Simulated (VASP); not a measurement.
# Mo2W in VASP: notebook

Runs on Mo2W. Level: PBE. Tasks: single point, relaxation of cell and atoms.

All numbers are computed with VASP 6.6.1; they aren't measurements. Logs are shortened: lines on timing, memory, paths and dates and some standing lists are left out, and cuts for length are marked.

**1. The cell of the first run**

Symmetry: I4/mmm, No. 139, tetragonal system. The conventional cell has a = 3.269 Å, b = 3.269 Å, c = 9.819 Å, α = 90.00°, β = 90.00°, γ = 90.00°. Within 3.7 Å of Mo (site symmetry 4mm) lie 5 W at 2.83 to 3.28 Å and 9 Mo at 2.84 to 3.27 Å. Within 3.7 Å of W (site symmetry 4/mmm) lie 10 Mo at 2.83 to 3.28 Å and 4 W at 3.27 Å.

**2. Single point, PBE (17.49 Å³/atom)**

INCAR reads:

```
SYSTEM = Mo2W
PREC = Accurate
ENCUT = 500
EDIFF = 1E-6
ISMEAR = 0
SIGMA = 0.1
LREAL = .FALSE.
LASPH = .TRUE.
NELM = 120
ALGO = Normal
ISIF = 2
LWAVE = .FALSE.
LCHARG = .FALSE.
GGA = PE
NBANDS = 28
GGA_COMPAT = .FALSE.
```

KPOINTS reads:

```
regular mesh
0
G
  16 16 16
  0 0 0
```

POSCAR reads:

```
Mo2W
1.0
   -1.6347465850      1.6347465850      4.9096419316
    1.6347465850     -1.6347465850      4.9096419316
    1.6347465850      1.6347465850     -4.9096419316
Mo W
2 1
Direct
    0.3339111478      0.3339111478      0.0000000000
    0.6660888522      0.6660888522      0.0000000000
    0.0000000000      0.0000000000      0.0000000000
```

Potentials or basis: VASP PAW PBE potentials, release 64 (Mo_sv, W_sv).

The run is started by

```bash
$ cat potpaw_PBE.64/Mo_sv/POTCAR potpaw_PBE.64/W_sv/POTCAR > POTCAR
$ mpirun -np 1 vasp_std > vasp.out
```

OUTCAR:

```text
SYSTEM = Mo2W
   PREC = Accurate
   ENCUT = 500
   EDIFF = 1E-6
   ISMEAR = 0
   LREAL = .FALSE.
   LASPH = .TRUE.
   NELM = 120
   ISIF = 2
   GGA = PE

 ion  position               nearest neighbor table
   1  0.334  0.334  0.000-   3 2.83   3 2.83   3 2.83   3 2.83   2 2.84   2 2.84   2 2.84   2 2.84
                             2 3.26   3 3.28
   2  0.666  0.666  0.000-   3 2.83   3 2.83   3 2.83   3 2.83   1 2.84   1 2.84   1 2.84   1 2.84
                             1 3.26   3 3.28
   3  0.000  0.000  0.000-   2 2.83   2 2.83   2 2.83   1 2.83   2 2.83   1 2.83   1 2.83   1 2.83
                             1 3.28   2 3.28

  LATTYP: Found a body centered tetragonal cell.
 ALAT       =     3.2694931700
 C/A-ratio  =     3.0033045957

  Lattice vectors:

 A1 = (  -1.6347465850,   1.6347465850,   4.9096419316)
 A2 = (   1.6347465850,  -1.6347465850,   4.9096419316)
 A3 = (   1.6347465850,   1.6347465850,  -4.9096419316)

Analysis of symmetry for initial positions (statically):
=====================================================================
 Subroutine PRICEL returns:
 Original cell was already a primitive cell.

 Routine SETGRP: Setting up the symmetry group for a
 body centered tetragonal supercell.

 Subroutine GETGRP returns: Found 16 space group operations
 (whereof 16 operations were pure point group operations)
 out of a pool of 16 trial point group operations.

The static configuration has the point symmetry D_4h.

Analysis of symmetry for dynamics (positions and initial velocities):
=====================================================================
 Subroutine PRICEL returns:
 Original cell was already a primitive cell.

 Routine SETGRP: Setting up the symmetry group for a
 body centered tetragonal supercell.

 Subroutine GETGRP returns: Found 16 space group operations
 (whereof 16 operations were pure point group operations)
 out of a pool of 16 trial point group operations.

The dynamic configuration has the point symmetry D_4h.

 Subroutine INISYM returns: Found 16 space group operations
 (whereof 16 operations are pure point group operations),
 and found     1 'primitive' translations

----------------------------------------------------------------------------------------

                                     Primitive cell

  volume of cell :      52.4820

  direct lattice vectors                    reciprocal lattice vectors
    -1.634746585  1.634746585  4.909641932     0.000000000  0.305857804  0.101840421
     1.634746585 -1.634746585  4.909641932     0.305857804  0.000000000  0.101840421
     1.634746585  1.634746585 -4.909641932     0.305857804  0.305857804  0.000000000

  length of vectors
     5.426727991  5.426727991  5.426727991     0.322366976  0.322366976  0.432548254

  position of ions in fractional coordinates (direct lattice)
     0.333911148  0.333911148  0.000000000
     0.666088852  0.666088852  0.000000000
     0.000000000  0.000000000  0.000000000

  ion indices of the primitive-cell ions
   primitive index   ion index
                 1           1
                 2           2
                 3           3

----------------------------------------------------------------------------------------

 KPOINTS: regular mesh

Automatic generation of k-mesh.
 Grid dimensions read from file:
 generate k-points for:   16   16   16

 Generating k-lattice:

  Cartesian coordinates                     Fractional coordinates (reciprocal lattice)
     0.000000000  0.019116113  0.006365026     0.062500000  0.000000000  0.000000000
     0.019116113  0.000000000  0.006365026     0.000000000  0.062500000  0.000000000
     0.019116113  0.019116113  0.000000000     0.000000000  0.000000000  0.062500000

  Length of vectors
     0.020147936  0.020147936  0.027034266

  Shift w.r.t. Gamma in fractional coordinates (k-lattice)
     0.000000000  0.000000000  0.000000000

 Subroutine IBZKPT returns following result:
 ===========================================

 Found    349 irreducible k-points:

 Following reciprocal coordinates:
            Coordinates               Weight
  0.000000  0.000000  0.000000      1.000000
  0.062500 -0.000000  0.000000      8.000000
  0.125000 -0.000000  0.000000      8.000000
  0.187500  0.000000  0.000000      8.000000
  0.250000 -0.000000  0.000000      8.000000
  0.312500  0.000000 -0.000000      8.000000
[... 16 lines left out ...]
 -0.125000  0.062500  0.000000     16.000000
 -0.062500  0.062500  0.000000      4.000000
 [... further k-points ...]
   k-points           NKPTS =    349   k-points in BZ     NKDIM =    349   number of bands    NBANDS=     28
   number of dos      NEDOS =    301   number of ions     NIONS =      3
   total plane-waves  NPLWV =  64000
   dimension x,y,z NGX =    40 NGY =   40 NGZ =   40
   dimension x,y,z NGXF=    80 NGYF=   80 NGZF=   80
   ions per type =               2   1
   NGX,Y,Z   is equivalent  to a cutoff of  12.25, 12.25, 12.25 a.u.
   NGXF,Y,Z  is equivalent  to a cutoff of  24.51, 24.51, 24.51 a.u.
 SYSTEM =  Mo2W
   PREC   = accura    normal or accurate (medium, high low for compatibility)
   ISTART =      0    job   : 0-new  1-cont  2-samecut
   ICHARG =      2    charge: 1-file 2-atom 10-const
   ISPIN  =      1    spin polarized calculation?
   LNONCOLLINEAR =      F non collinear calculations
   LSORBIT =      F    spin-orbit coupling
   LASPH  =      T    aspherical Exc in radial PAW
   ENCUT  =  500.0 eV  36.75 Ry    6.06 a.u.   9.89  9.89  9.89*2*pi/ulx,y,z
   NELM   =    120;   NELMIN=  2; NELMDL= -5     # of ELM steps
   EDIFF  = 0.1E-05   stopping-criterion for ELM
   LREAL  =      F    real-space projection
   EDIFFG = 0.1E-04   stopping-criterion for IOM
   NSW    =      0    number of steps for IOM
   IBRION =     -1    ionic relax: 0-MD 1-quasi-New 2-CG
   NFREE  =      0    steps in history (QN), initial steepest desc. (CG)
   ISIF   =      2    stress and relaxation
   ISYM   =      2    0-nonsym 1-usesym 2-fastsym
   POTIM  = 0.5000    time-step for ionic-motion
   TEBEG  =    0.0;   TEEND  =   0.0 temperature during run
   PSTRESS=    0.0 pullay stress
   NELECT =      42.0000    total number of electrons
   NUPDOWN=      -1.0000    fix difference up-down
   EMIN   =  10.00;   EMAX   =-10.00  energy-range for DOS
   EFERMI =   0.00;   METHOD = LEGACY
   ISMEAR =     0;   SIGMA  =   0.10  broadening in eV -4-tet -1-fermi 0-gaus
   EFERMI_NEDOS =   21; number of points for ismear=-14 and -15
   IALGO  =     38    algorithm
   IMIX   =      4    mixing-type and parameters
     AMIX     =   0.40;   BMIX     =  1.00
     AMIX_MAG =   1.60;   BMIX_MAG =  1.00
  volume/ion in A,a.u.               =      17.49       118.06
  Fermi-wavevector in a.u.,A,eV,Ry     =   1.519921  2.872234 31.431635  2.310160
  Thomas-Fermi vector in A             =   2.628842
   LORBIT       =      0    0 simple, 1 ext, 2 COOP (PROOUT), +10 PAW based schemes
   GGA     = PE    functional components
   LHFCALC =     F    Hartree Fock is set to
   AEXX    =    0.0000 exact exchange contribution
   IVDW    =     0    specifies the selected vdW correction
   LEPSILON=     F    determine dielectric tensor
   LRPA    =     F    only Hartree local field effects (RPA)
 non-spin polarized calculation
 Gauss-broadening in eV      SIGMA  =   0.10
  energy-cutoff  :      500.00
  volume of cell :       52.48
 maximum number of plane-waves:      1350
   NGX = 19   NGY = 19   NGZ = 19

 number of electron      42.0000003 magnetization

 Free energy of the ion-electron system (eV)
  ---------------------------------------------------
  ext. energy  EPLUGINS =         0.00000000
  ---------------------------------------------------
  free energy    TOTEN  =       -34.51266441 eV

  energy without entropy =      -34.50386045  energy(sigma->0) =      -34.50826243

 E-fermi :  10.5810     XC(G=0): -12.8772

 val. band max:       10.5797475487   @ k =  -0.3750   0.5000   0.3750
 cond. band min:      10.5827298941   @ k =  -0.3750  -0.4375   0.3125
 fundamental gap:      0.0029823454
 Fermi energy:        10.5810174387

 k-point     1 :       0.0000    0.0000    0.0000
  band No.  band energies     occupation
      1     -63.7126      2.00000
      2     -50.6068      2.00000
      3     -50.4619      2.00000
      4     -27.8734      2.00000
      5     -27.8050      2.00000
      6     -27.8050      2.00000
[... 20 lines left out ...]
     27      12.5071      0.00000
     28      13.0738      0.00000

 k-point     2 :       0.0625   -0.0000    0.0000
  band No.  band energies     occupation
      1     -63.7124      2.00000
      2     -50.6050      2.00000
      3     -50.4629      2.00000
      4     -27.8734      2.00000
      5     -27.8116      2.00000
      6     -27.8040      2.00000
[... 20 lines left out ...]
     27      12.8327      0.00000
     28      13.3523      0.00000

 k-point     3 :       0.1250   -0.0000    0.0000
  band No.  band energies     occupation
      1     -63.7118      2.00000
      2     -50.5997      2.00000
      3     -50.4656      2.00000
      4     -27.8736      2.00000
      5     -27.8303      2.00000
      6     -27.8012      2.00000
[... 20 lines left out ...]
     27      13.3185      0.00000
     28      13.9396      0.00000

 k-point     4 :       0.1875    0.0000    0.0000
  band No.  band energies     occupation
      1     -63.7110      2.00000
      2     -50.5912      2.00000
      3     -50.4703      2.00000
      4     -27.8737      2.00000
      5     -27.8578      2.00000
      6     -27.7969      2.00000
[... 578 lines left out ...]
     27      13.6623      0.00000
     28      14.1303      0.00000

 k-point    23 :      -0.1250    0.0625    0.0000
  band No.  band energies     occupation
      1     -63.7116      2.00000
      2     -50.5982      2.00000
      3     -50.4662      2.00000
      4     -27.8738      2.00000
      5     -27.8293      2.00000
      6     -27.8077      2.00000
[... 20 lines left out ...]
     27      13.3071      0.00000
     28      13.6814      0.00000

 k-point    24 :      -0.0625    0.0625    0.0000
  band No.  band energies     occupation
      1     -63.7122      2.00000
      2     -50.6033      2.00000
      3     -50.4637      2.00000
      4     -27.8737      2.00000
      5     -27.8108      2.00000
      6     -27.8104      2.00000
[... 20 lines left out ...]
     27      12.9892      0.00000
     28      13.3732      0.00000

 [... further k-points ...]

------------------------ aborting loop because EDIFF is reached ----------------------------------------

  FORCE on cell =-STRESS in cart. coord.  units (eV):
  Direction    XX          YY          ZZ          XY          YZ          ZX
  --------------------------------------------------------------------------------------
  -------------------------------------------------------------------------------------
  Total       -6.8689122     -6.8689122     -6.8961125      0.0000000      0.0000000      0.0000000
  in kB     -209.6948960   -209.6948960   -210.5252703      0.0000000      0.0000000      0.0000000
  external PRESSURE =    -209.9716874 kB  Pullay stress =       0.0000000 kB

 VOLUME and BASIS-vectors are now :
 -----------------------------------------------------------------------------
  energy-cutoff  :      500.00
  volume of cell :       52.48
      direct lattice vectors                 reciprocal lattice vectors
    -1.634746585  1.634746585  4.909641932     0.000000000  0.305857804  0.101840421
     1.634746585 -1.634746585  4.909641932     0.305857804  0.000000000  0.101840421
     1.634746585  1.634746585 -4.909641932     0.305857804  0.305857804  0.000000000

 POSITION                                       TOTAL-FORCE (eV/Angst)
 -----------------------------------------------------------------------------------
      0.00000      0.00000      3.27877        -0.000000     -0.000000     -0.004342
      0.00000      0.00000      6.54052         0.000000      0.000000      0.004342
      0.00000      0.00000      0.00000        -0.000000     -0.000000     -0.000000
 -----------------------------------------------------------------------------------
    total drift:                                0.000000      0.000000      0.000000

  FREE ENERGIE OF THE ION-ELECTRON SYSTEM (eV)
  ---------------------------------------------------
  free  energy   TOTEN  =       -34.5126644074 eV

  energy  without entropy=      -34.5038604519  energy(sigma->0) =      -34.50826243
```

Wall time 13 min (1 thread of Oxide Virtual Turin-like, shared host); peak memory 0.53 GiB.

What came out:

```yaml
Free_energy: -34.5127 eV
Pressure: -21.0 GPa
Largest_force: 0.004 eV/Å
Band_gap_on_the_k_mesh: zero (bands 21 and 22 overlap by 1.97 eV)
```

Forces on the atoms (eV/Å):
```
Mo   0.000  0.000 -0.004
Mo   0.000  0.000  0.004
W    0.000  0.000  0.000
```

Stress tensor (GPa, compression positive):
```
-20.97   0.00   0.00
  0.00 -20.97   0.00
  0.00   0.00 -21.05
```

Levels at points of the mesh, in eV from the Fermi level:
```csv
k point,band 18,band 19,band 20,band 21,band 22,band 23,band 24,band 25
"(0.00, 0.00, 0.00)",-1.13,-1.13,-1.12,0.51,0.51,0.88,0.88,1.63
"(0.50, 0.00, 0.00)",-2.12,-1.56,-1.55,0.09,0.40,1.00,1.60,1.94
"(0.50, 0.50, 0.00)",-2.92,-1.60,-1.32,1.01,1.57,1.91,2.02,2.07
"(0.50, 0.50, 0.50)",-1.11,-0.98,-0.98,-0.66,-0.48,-0.23,-0.10,2.21
```

Caveat: the cell stands under tension; spin-orbit coupling is left out, which moves the levels of the heavy elements.

**3. Relaxation of cell and atoms, PBE**

This run uses another cell than the first one: it holds 6 atoms, not 3.

INCAR reads:

```
SYSTEM = Mo2W
PREC = Accurate
ENCUT = 600
EDIFF = 1E-6
ISMEAR = 0
SIGMA = 0.2
LREAL = .False.
LASPH = .True.
NELM = 60
ALGO = Fast
ISIF = 3
LWAVE = .False.
LCHARG = .False.
GGA = PE
IBRION = 2
NSW = 80
EDIFFG = -0.025
KPAR = 4
```

KPOINTS reads:

```
regular mesh
0
Gamma
  8 8 4
  0 0 0
```

POSCAR reads:

```
Mo2W
1.0
   -3.1786313566     -0.0342072596      0.0479095448
    1.6783124884      1.6226596758     -4.6411590094
   -0.0684145191     -6.3099681689      0.0374036492
Mo W
4 2
Direct
    0.6731456022      0.3482300098      0.8356598612
    0.6554227121      0.3381868471      0.3344139785
    0.3285925197      0.6511757800      0.6553528261
    0.3674149485      0.6768596033      0.1838253856
    0.9957639204     -0.0030626162      0.4938262590
   -0.0203397029     -0.0113896241     -0.0030783104
```

Potentials or basis: VASP PAW PBE potentials, release 64 (Mo_sv, W_sv).

The run is started by

```bash
$ cat potpaw_PBE.64/Mo_sv/POTCAR potpaw_PBE.64/W_sv/POTCAR > POTCAR
$ mpirun -np 4 vasp_std > vasp.out
```

Wall time 70 min (4 MPI ranks of Oxide Virtual Turin-like, shared host); peak memory 0.65 GiB.

It converged, with:

| Property | Result |
| --- | --- |
| Free energy | -69.6892 eV |
| Relaxed volume | 15.95 Å³/atom |
| Relaxed cell | a = 3.174 Å, b = 5.254 Å, c = 6.348 Å, α = 107.59°, β = 89.99°, γ = 107.60° |
| Space group after relaxing (to 0.1 Å) | I4/mmm (No. 139) |
| Energy gained by relaxing | 99.0 meV/atom |
| Ionic steps | 15 |
| Pressure after relaxing | -0.1 GPa |
| Largest force after relaxing | 0.017 eV/Å |
| Band gap on the k mesh | zero (bands 42 and 43 overlap by 1.69 eV) |

Forces on the atoms (eV/Å):
```
Mo   0.008 -0.007  0.003
Mo  -0.001  0.008  0.014
Mo  -0.012 -0.012 -0.004
Mo  -0.003  0.005 -0.012
W    0.013 -0.006 -0.007
W   -0.005  0.011  0.005
```

Stress tensor (GPa, compression positive):
```
-0.03 -0.02  0.03
-0.02 -0.06  0.02
 0.03  0.02 -0.18
```

The path:
```csv
step,energy change (eV),largest force (eV/Å),pressure (GPa),volume (Å³)
1,0.0000,2.4350,12.30,92.38
2,0.7032,0.4075,-26.89,108.98
3,-0.4015,1.1722,-6.10,98.13
4,-0.4030,1.2249,-5.20,97.80
5,-0.5478,0.4518,3.67,94.50
6,-0.5678,0.4974,1.11,95.33
7,-0.5859,0.1899,-1.28,96.13
8,-0.5859,0.1915,-1.24,96.13
9,-0.5886,0.1753,1.64,95.12
10,-0.5914,0.1422,0.43,95.53
11,-0.5936,0.0565,-0.24,95.75
12,-0.5936,0.0588,-0.21,95.75
13,-0.5938,0.0330,0.33,95.56
14,-0.5939,0.0353,0.15,95.62
15,-0.5940,0.0172,-0.09,95.70
```

Final structure:
```
Mo W
1.0
    -3.17363   -0.00047    0.00063
     1.58723    1.58751   -4.75064
    -0.00050   -6.34797    0.00066
Mo W
4 2
Direct
  0.66693 0.33328 0.83325
  0.66662 0.33341 0.33344
  0.33295 0.66674 0.66660
  0.33329 0.66658 0.16664
  0.00043 0.99991 0.49992
  0.99979 0.00007 0.00014
```

Levels at points of the mesh, in eV from the Fermi level:
| k point | band 38 | band 39 | band 40 | band 41 | band 42 | band 43 | band 44 | band 45 | band 46 | band 47 |
| --- | --- | --- | --- | --- | --- | --- | --- | --- | --- | --- |
| (0.00, 0.00, 0.00) | -1.33 | -1.31 | -1.30 | 0.10 | 0.40 | 0.55 | 0.55 | 0.94 | 0.94 | 1.24 |
| (0.50, 0.00, 0.00) | -1.78 | -1.70 | -1.39 | 0.10 | 0.40 | 1.23 | 1.24 | 1.73 | 1.81 | 2.14 |
| (0.00, 0.50, 0.00) | -1.30 | -1.16 | -1.16 | -0.84 | -0.70 | -0.35 | -0.15 | 0.10 | 0.40 | 1.25 |
| (0.50, 0.50, 0.00) | -1.78 | -1.70 | -1.39 | 0.10 | 0.40 | 1.23 | 1.25 | 1.73 | 1.81 | 2.13 |
| (0.00, 0.00, 0.50) | -1.69 | -1.45 | -1.45 | -0.75 | -0.75 | -0.27 | -0.26 | 0.17 | 0.17 | 0.44 |
| (0.50, 0.00, 0.50) | -1.90 | -1.66 | -1.66 | -1.03 | -1.03 | 0.86 | 0.86 | 1.41 | 1.42 | 2.12 |
| (0.00, 0.50, 0.50) | -1.69 | -1.45 | -1.45 | 0.97 | 0.98 | 1.04 | 1.04 | 1.17 | 1.17 | 1.23 |
| (0.50, 0.50, 0.50) | -1.90 | -1.66 | -1.66 | -1.02 | -1.02 | 0.86 | 0.86 | 1.41 | 1.41 | 2.11 |

Caveat: spin-orbit coupling is left out, which moves the levels of the heavy elements.

The gap in the log of VASP goes by the Fermi energy; the results here count the filled bands.